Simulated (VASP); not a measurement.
# Si (Fm-3m) in VASP: further runs

Si is run at these levels: PBE; tasks: single point, relaxation of cell and atoms.

Program: VASP 6.6.1. These are calculated values, not measurements. Logs are shortened: lines on timing, memory, paths and dates and some standing lists are left out, and cuts for length are marked.

**1. The cell of the first run**

Symmetry: Fm-3m, No. 225, cubic system. Conventional cell: a = 3.867 Å, b = 3.867 Å, c = 3.867 Å, α = 90.00°, β = 90.00°, γ = 90.00°. Within 3.6 Å of Si (site symmetry m-3m) lie 12 Si at 2.73 Å.

**2. Single point, PBE**

INCAR reads:

```
  PREC = Accurate
  ENCUT = 520
  EDIFF = 1E-7
  ISMEAR = -1
  SIGMA = 0.05
  LREAL = False
  LASPH = True
  NELM = 80
  ALGO = Normal
  ISIF = 2
  LWAVE = False
  LCHARG = False
  GGA = PE
  NBANDS = 8
```

KPOINTS reads:

```
Automatic mesh
0
Gamma
  22 22 22
```

POSCAR reads:

```
Si
1.0
    0.0000000000      1.9337498462      1.9337498462
    1.9337498462      0.0000000000      1.9337498462
    1.9337498462      1.9337498462      0.0000000000
Si
1
Direct
    0.0000000000      0.0000000000      0.0000000000
```

Potentials or basis: VASP PAW PBE potentials, release 64 (Si).

Started as:

```sh
cat potpaw_PBE.64/Si/POTCAR > POTCAR
mpirun -np 1 vasp_std > vasp.out
```

OUTCAR:

```text
PREC = Accurate
   ENCUT = 520
   EDIFF = 1E-7
   ISMEAR = -1
   LREAL = False
   LASPH = True
   NELM = 80
   ISIF = 2
   GGA = PE

 ion  position               nearest neighbor table
   1  0.000  0.000  0.000-

  LATTYP: Found a face centered cubic cell.
 ALAT       =     3.8674996924

  Lattice vectors:

 A1 = (   0.0000000000,   1.9337498462,   1.9337498462)
 A2 = (   1.9337498462,   0.0000000000,   1.9337498462)
 A3 = (   1.9337498462,   1.9337498462,   0.0000000000)

Analysis of symmetry for initial positions (statically):
=====================================================================
 Subroutine PRICEL returns:
 Original cell was already a primitive cell.

 Routine SETGRP: Setting up the symmetry group for a
 face centered cubic supercell.

 Subroutine GETGRP returns: Found 48 space group operations
 (whereof 48 operations were pure point group operations)
 out of a pool of 48 trial point group operations.

The static configuration has the point symmetry O_h .

Analysis of symmetry for dynamics (positions and initial velocities):
=====================================================================
 Subroutine PRICEL returns:
 Original cell was already a primitive cell.

 Routine SETGRP: Setting up the symmetry group for a
 face centered cubic supercell.

 Subroutine GETGRP returns: Found 48 space group operations
 (whereof 48 operations were pure point group operations)
 out of a pool of 48 trial point group operations.

The dynamic configuration has the point symmetry O_h .

 Subroutine INISYM returns: Found 48 space group operations
 (whereof 48 operations are pure point group operations),
 and found     1 'primitive' translations

----------------------------------------------------------------------------------------

                                     Primitive cell

  volume of cell :      14.4621

  direct lattice vectors                    reciprocal lattice vectors
     0.000000000  1.933749846  1.933749846    -0.258564985  0.258564985  0.258564985
     1.933749846  0.000000000  1.933749846     0.258564985 -0.258564985  0.258564985
     1.933749846  1.933749846  0.000000000     0.258564985  0.258564985 -0.258564985

  length of vectors
     2.734735259  2.734735259  2.734735259     0.447847691  0.447847691  0.447847691

  position of ions in fractional coordinates (direct lattice)
     0.000000000  0.000000000  0.000000000

  ion indices of the primitive-cell ions
   primitive index   ion index
                 1           1

----------------------------------------------------------------------------------------

 KPOINTS: Automatic mesh

Automatic generation of k-mesh.
 Grid dimensions read from file:
 generate k-points for:   22   22   22

 Generating k-lattice:

  Cartesian coordinates                     Fractional coordinates (reciprocal lattice)
    -0.011752954  0.011752954  0.011752954     0.045454545  0.000000000  0.000000000
     0.011752954 -0.011752954  0.011752954     0.000000000  0.045454545  0.000000000
     0.011752954  0.011752954 -0.011752954     0.000000000  0.000000000  0.045454545

  Length of vectors
     0.020356713  0.020356713  0.020356713

  Shift w.r.t. Gamma in fractional coordinates (k-lattice)
     0.000000000  0.000000000  0.000000000

 Subroutine IBZKPT returns following result:
 ===========================================

 Found    328 irreducible k-points:

 Following reciprocal coordinates:
            Coordinates               Weight
  0.000000  0.000000  0.000000      1.000000
  0.045455  0.000000  0.000000      8.000000
  0.090909  0.000000  0.000000      8.000000
  0.136364  0.000000  0.000000      8.000000
  0.181818  0.000000  0.000000      8.000000
  0.227273  0.000000  0.000000      8.000000
[... 16 lines left out ...]
  0.500000  0.045455  0.000000     24.000000
 -0.454545  0.045455  0.000000     24.000000
 [... further k-points ...]
   k-points           NKPTS =    328   k-points in BZ     NKDIM =    328   number of bands    NBANDS=      8
   number of dos      NEDOS =    301   number of ions     NIONS =      1
   total plane-waves  NPLWV =   8000
   dimension x,y,z NGX =    20 NGY =   20 NGZ =   20
   dimension x,y,z NGXF=    40 NGYF=   40 NGZF=   40
   ions per type =               1
   NGX,Y,Z   is equivalent  to a cutoff of  12.16, 12.16, 12.16 a.u.
   NGXF,Y,Z  is equivalent  to a cutoff of  24.32, 24.32, 24.32 a.u.
 SYSTEM =  unknown system
   PREC   = accura    normal or accurate (medium, high low for compatibility)
   ISTART =      0    job   : 0-new  1-cont  2-samecut
   ICHARG =      2    charge: 1-file 2-atom 10-const
   ISPIN  =      1    spin polarized calculation?
   LNONCOLLINEAR =      F non collinear calculations
   LSORBIT =      F    spin-orbit coupling
   LASPH  =      T    aspherical Exc in radial PAW
   ENCUT  =  520.0 eV  38.22 Ry    6.18 a.u.   5.08  5.08  5.08*2*pi/ulx,y,z
   NELM   =     80;   NELMIN=  2; NELMDL= -5     # of ELM steps
   EDIFF  = 0.1E-06   stopping-criterion for ELM
   LREAL  =      F    real-space projection
   EDIFFG = 0.1E-05   stopping-criterion for IOM
   NSW    =      0    number of steps for IOM
   IBRION =     -1    ionic relax: 0-MD 1-quasi-New 2-CG
   NFREE  =      0    steps in history (QN), initial steepest desc. (CG)
   ISIF   =      2    stress and relaxation
   ISYM   =      2    0-nonsym 1-usesym 2-fastsym
   POTIM  = 0.5000    time-step for ionic-motion
   TEBEG  =    0.0;   TEEND  =   0.0 temperature during run
   PSTRESS=    0.0 pullay stress
   NELECT =       4.0000    total number of electrons
   NUPDOWN=      -1.0000    fix difference up-down
   EMIN   =  10.00;   EMAX   =-10.00  energy-range for DOS
   EFERMI =   0.00;   METHOD = LEGACY
   ISMEAR =    -1;   SIGMA  =   0.05  broadening in eV -4-tet -1-fermi 0-gaus
   EFERMI_NEDOS =   21; number of points for ismear=-14 and -15
   IALGO  =     38    algorithm
   IMIX   =      4    mixing-type and parameters
     AMIX     =   0.40;   BMIX     =  1.00
     AMIX_MAG =   1.60;   BMIX_MAG =  1.00
  volume/ion in A,a.u.               =      14.46        97.59
  Fermi-wavevector in a.u.,A,eV,Ry     =   1.066640  2.015657 15.479633  1.137721
  Thomas-Fermi vector in A             =   2.202231
   LORBIT       =      0    0 simple, 1 ext, 2 COOP (PROOUT), +10 PAW based schemes
   GGA     = PE    functional components
[... 5 lines left out ...]
 non-spin polarized calculation
  energy-cutoff  :      520.00
  volume of cell :       14.46
 maximum number of plane-waves:       398
   NGX = 11   NGY = 11   NGZ = 11

 number of electron       4.0000000 magnetization

 Free energy of the ion-electron system (eV)
  ---------------------------------------------------
  ext. energy  EPLUGINS =         0.00000000
  ---------------------------------------------------
  free energy    TOTEN  =        -4.88942858 eV

  energy without entropy =       -4.88600783  energy(sigma->0) =       -4.88771820

 E-fermi :  10.1508     XC(G=0): -11.1974

 val. band max:       10.1139910218   @ k =  -0.4091   0.3636   0.1364
 cond. band min:      10.1650374812   @ k =  -0.3182   0.2727   0.0455
 fundamental gap:      0.0510464595
 Fermi energy:        10.1508032871

 k-point     1 :       0.0000    0.0000    0.0000
  band No.  band energies     occupation
      1      -4.2817      2.00000
      2      21.3229      0.00000
      3      21.3229      0.00000
      4      21.3229      0.00000
      5      22.1076      0.00000
      6      22.1076      0.00000
      7      22.1076      0.00000
      8      27.4451      0.00000

 k-point     2 :       0.0455    0.0000    0.0000
  band No.  band energies     occupation
      1      -4.2215      2.00000
      2      20.0225      0.00000
      3      20.9205      0.00000
      4      20.9205      0.00000
      5      22.5857      0.00000
      6      22.5857      0.00000
      7      22.8769      0.00000
      8      27.9479      0.00000

 k-point     3 :       0.0909    0.0000    0.0000
  band No.  band energies     occupation
      1      -4.0409      2.00000
      2      18.1640      0.00000
      3      20.3593      0.00000
      4      20.3593      0.00000
      5      23.3368      0.00000
      6      23.3511      0.00000
      7      23.3511      0.00000
      8      27.9382      0.00000

 k-point     4 :       0.1364    0.0000    0.0000
  band No.  band energies     occupation
      1      -3.7404      2.00000
      2      16.2203      0.00000
      3      19.8627      0.00000
      4      19.8627      0.00000
      5      23.4398      0.00000
      6      24.0657      0.00000
      7      24.0657      0.00000
      8      27.2601      0.00000

 k-point     5 :       0.1818    0.0000    0.0000
  band No.  band energies     occupation
      1      -3.3205      2.00000
      2      14.2850      0.00000
      3      19.4542      0.00000
      4      19.4542      0.00000
      5      23.3989      0.00000
      6      24.3447      0.00000
      7      24.3447      0.00000
      8      27.0951      0.00000

 k-point     6 :       0.2273    0.0000    0.0000
  band No.  band energies     occupation
      1      -2.7819      2.00000
      2      12.3997      0.00000
      3      19.1379      0.00000
      4      19.1379      0.00000
      5      23.3235      0.00000
      6      23.9447      0.00000
      7      23.9447      0.00000
      8      27.7491      0.00000

 k-point     7 :       0.2727    0.0000    0.0000
  band No.  band energies     occupation
      1      -2.1258      2.00000
      2      10.5860      0.00033
      3      18.9128      0.00000
      4      18.9128      0.00000
      5      23.2650      0.00000
      6      23.2650      0.00000
      7      23.2664      0.00000
      8      28.5559      0.00000

 k-point     8 :       0.3182    0.0000    0.0000
  band No.  band energies     occupation
      1      -1.3537      2.00000
      2       8.8570      2.00000
      3      18.7739      0.00000
      4      18.7739      0.00000
      5      22.5715      0.00000
      6      22.5715      0.00000
      7      23.2521      0.00000
      8      27.7530      0.00000

 k-point     9 :       0.3636    0.0000    0.0000
  band No.  band energies     occupation
      1      -0.4674      2.00000
      2       7.2215      2.00000
      3      18.7109      0.00000
      4      18.7109      0.00000
      5      21.9560      0.00000
      6      21.9560      0.00000
      7      23.2870      0.00000
      8      27.0514      0.00000

 k-point    10 :       0.4091    0.0000    0.0000
  band No.  band energies     occupation
      1       0.5294      2.00000
      2       5.6871      2.00000
      3      18.7056      0.00000
      4      18.7056      0.00000
      5      21.4656      0.00000
      6      21.4656      0.00000
      7      23.3599      0.00000
      8      26.4877      0.00000
[... 78 lines left out ...]
 k-point    18 :       0.2727    0.0455    0.0000
  band No.  band energies     occupation
      1      -2.3045      2.00000
      2      11.2288      0.00000
      3      18.0984      0.00000
      4      19.3057      0.00000
      5      22.3319      0.00000
      6      23.8513      0.00000
      7      24.4220      0.00000
      8      27.1817      0.00000

 k-point    19 :       0.3182    0.0455    0.0000
  band No.  band energies     occupation
      1      -1.5710      2.00000
      2       9.4719      2.00000
      3      17.9584      0.00000
      4      19.0678      0.00000
      5      21.6982      0.00000
      6      23.7080      0.00000
      7      23.7961      0.00000
      8      28.0958      0.00000

 k-point    20 :       0.3636    0.0455    0.0000
  band No.  band energies     occupation
      1      -0.7226      2.00000
      2       7.8053      2.00000
      3      17.9145      0.00000
      4      18.8560      0.00000
      5      21.1694      0.00000
      6      23.0295      0.00000
      7      23.7959      0.00000
      8      27.7069      0.00000

 k-point    21 :       0.4091    0.0455    0.0000
  band No.  band energies     occupation
      1       0.2377      2.00000
      2       6.2370      2.00000
      3      17.9627      0.00000
      4      18.6315      0.00000
      5      20.8306      0.00000
      6      22.4315      0.00000
      7      23.8338      0.00000
      8      27.1545      0.00000

 k-point    22 :       0.4545    0.0455    0.0000
  band No.  band energies     occupation
      1       1.3029      2.00000
      2       4.7771      2.00000
      3      18.0962      0.00000
      4      18.3729      0.00000
      5      20.7200      0.00000
      6      21.9381      0.00000
      7      23.8820      0.00000
      8      26.7511      0.00000

 k-point    23 :       0.5000    0.0455    0.0000
  band No.  band energies     occupation
      1       2.4121      2.00000
      2       3.4881      2.00000
      3      18.1007      0.00000
      4      18.3028      0.00000
      5      20.8244      0.00000
      6      21.5693      0.00000
      7      23.8994      0.00000
      8      26.5654      0.00000

 k-point    24 :      -0.4545    0.0455    0.0000
  band No.  band energies     occupation
      1       2.0540      2.00000
      2       3.8821      2.00000
      3      17.8547      0.00000
      4      18.5624      0.00000
      5      21.1063      0.00000
      6      21.3486      0.00000
      7      23.8585      0.00000
      8      26.6319      0.00000

 [... further k-points ...]
[... 5 lines left out ...]
  --------------------------------------------------------------------------------------
  -------------------------------------------------------------------------------------
  Total       -0.0014451     -0.0014451     -0.0014451      0.0000000     -0.0000000      0.0000000
  in kB       -0.1600961     -0.1600961     -0.1600961      0.0000000     -0.0000000      0.0000000
  external PRESSURE =      -0.1600961 kB  Pullay stress =       0.0000000 kB

 VOLUME and BASIS-vectors are now :
 -----------------------------------------------------------------------------
  energy-cutoff  :      520.00
  volume of cell :       14.46
      direct lattice vectors                 reciprocal lattice vectors
     0.000000000  1.933749846  1.933749846    -0.258564985  0.258564985  0.258564985
     1.933749846  0.000000000  1.933749846     0.258564985 -0.258564985  0.258564985
     1.933749846  1.933749846  0.000000000     0.258564985  0.258564985 -0.258564985

 POSITION                                       TOTAL-FORCE (eV/Angst)
 -----------------------------------------------------------------------------------
      0.00000      0.00000      0.00000         0.000000     -0.000000     -0.000000
 -----------------------------------------------------------------------------------
    total drift:                               -0.000000      0.000000      0.000000

  FREE ENERGIE OF THE ION-ELECTRON SYSTEM (eV)
  ---------------------------------------------------
  free  energy   TOTEN  =        -4.8894285756 eV

  energy  without entropy=       -4.8860078310  energy(sigma->0) =       -4.88771820
```

Wall time 14 s (1 thread of AMD EPYC 9R45 (Zen 5), shared host); peak memory 0.1 GiB.

Results:

```yaml
Free_energy: -4.8894 eV
Pressure: 0.0 GPa
Band_gap_on_the_k_mesh: zero (band 2 reaches 21.32 eV, above the bottom of band 3 at 7.20 eV)
```

**3. Relaxation of cell and atoms, PBE**

This run uses another cell than the first one, of 9.31 Å³/atom, 0.644 times its volume.

INCAR reads:

```
PREC = Accurate
ENCUT = 600
EDIFF = 1E-6
ISMEAR = -1
SIGMA = 0.05
LREAL = False
LASPH = True
NELM = 80
ALGO = Normal
ISIF = 3
LWAVE = False
LCHARG = False
GGA = PE
IBRION = 2
NSW = 80
EDIFFG = -0.01
```

KPOINTS is that of step 2.

POSCAR reads:

```
Si
1.0
    0.0000000000      1.6700000000      1.6700000000
    1.6700000000      0.0000000000      1.6700000000
    1.6700000000      1.6700000000      0.0000000000
Si
1
Direct
    0.0000000000      0.0000000000      0.0000000000
```

Potentials or basis: VASP PAW PBE potentials, release 64 (Si).

Started as:

```sh
cat potpaw_PBE.64/Si/POTCAR > POTCAR
mpirun -np 1 vasp_std > vasp.out
```

OUTCAR:

```text
PREC = Accurate
   ENCUT = 600
   EDIFF = 1E-6
   ISMEAR = -1
   LREAL = False
   LASPH = True
   NELM = 80
   ISIF = 3
   GGA = PE
   IBRION = 2
   NSW = 80
   EDIFFG = -0.01

 ion  position               nearest neighbor table
   1  0.000  0.000  0.000-

  LATTYP: Found a face centered cubic cell.
 ALAT       =     3.3400000000

  Lattice vectors:

 A1 = (   0.0000000000,   1.6700000000,   1.6700000000)
 A2 = (   1.6700000000,   0.0000000000,   1.6700000000)
 A3 = (   1.6700000000,   1.6700000000,   0.0000000000)

Analysis of symmetry for initial positions (statically):
=====================================================================
 Subroutine PRICEL returns:
 Original cell was already a primitive cell.

 Routine SETGRP: Setting up the symmetry group for a
 face centered cubic supercell.

 Subroutine GETGRP returns: Found 48 space group operations
 (whereof 48 operations were pure point group operations)
 out of a pool of 48 trial point group operations.

[... 201 lines left out ...]
 fundamental gap:      0.0060698700
 Fermi energy:         6.9810112332

 k-point     1 :       0.0000    0.0000    0.0000
  band No.  band energies     occupation
      1      -5.2093      2.00000
      2      15.2993      0.00000
      3      15.2993      0.00000
      4      17.9843      0.00000
      5      17.9843      0.00000
      6      17.9843      0.00000
[... 311 lines left out ...]
--------------------------------------- Ionic step        5  -------------------------------------------

 number of electron       4.0000000 magnetization

 Free energy of the ion-electron system (eV)
  ---------------------------------------------------
  ext. energy  EPLUGINS =         0.00000000
  ---------------------------------------------------
  free energy    TOTEN  =        -4.88885222 eV

  energy without entropy =       -4.88543149  energy(sigma->0) =       -4.88714185

 E-fermi :  10.1523     XC(G=0): -11.1979

 val. band max:       10.1156426064   @ k =  -0.4091   0.3636   0.1364
 cond. band min:      10.1665957157   @ k =  -0.3182   0.2727   0.0455
 fundamental gap:      0.0509531094
 Fermi energy:        10.1522983121

 k-point     1 :       0.0000    0.0000    0.0000
  band No.  band energies     occupation
      1      -4.2813      2.00000
      2      21.3256      0.00000
      3      21.3256      0.00000
      4      22.1097      0.00000
      5      22.1097      0.00000
      6      22.1097      0.00000
[... 235 lines left out ...]
  FREE ENERGIE OF THE ION-ELECTRON SYSTEM (eV)
  ---------------------------------------------------
  free  energy   TOTEN  =        -4.8888522176 eV

  energy  without entropy=       -4.8854314896  energy(sigma->0) =       -4.88714185

 reached required accuracy - stopping structural energy minimisation
```

CONTCAR:

```text
Si
   1.00000000000000
    -0.0000000000000000    1.9336760895654472    1.9336760895654472
     1.9336760895654472    0.0000000000000000    1.9336760895654472
     1.9336760895654472    1.9336760895654472    0.0000000000000000
  Si
     1
Direct
     0.0000000000000000    1.0000000000000000    1.0000000000000000

  0.00000000E+00  0.00000000E+00  0.00000000E+00
```

It took 27 s on 1 thread of AMD EPYC 9R45 (Zen 5), shared host; peak memory 0.1 GiB.

Results:

| Item | Value |
| --- | --- |
| Free energy | -4.8889 eV |
| Relaxed volume | 14.46 Å³/atom |
| Relaxed cell | a = 2.735 Å, b = 2.735 Å, c = 2.735 Å, α = 60.00°, β = 60.00°, γ = 60.00° |
| Space group after relaxing (to 0.05 Å) | Fm-3m (No. 225) |
| Energy gained by relaxing | 1020.1 meV/atom |
| Ionic steps | 5 |
| Pressure after relaxing | 0.0 GPa |
| Band gap on the k mesh | zero (band 2 reaches 21.33 eV, above the bottom of band 3 at 7.20 eV) |

Step by step:
| step | energy change (eV) | largest force (eV/Å) | pressure (GPa) | volume (Å³) |
| --- | --- | --- | --- | --- |
| 1 | 0.0000 | 0.0000 | 94.41 | 9.31 |
| 2 | -0.8021 | 0.0000 | -12.73 | 18.85 |
| 3 | -1.0196 | 0.0000 | 0.98 | 14.29 |
| 4 | -1.0200 | 0.0000 | -0.35 | 14.52 |
| 5 | -1.0201 | 0.0000 | -0.01 | 14.46 |

Final structure:
```
Si
1.0
     0.00000    1.93368    1.93368
     1.93368    0.00000    1.93368
     1.93368    1.93368    0.00000
Si
1
Cartesian
  3.8674 1.9337 1.9337
```

Caveat: the volume moved by over 15 % at a fixed basis, so the end points are rough; the volume moved by +55 % from the deposited cell, more than functionals usually miss.
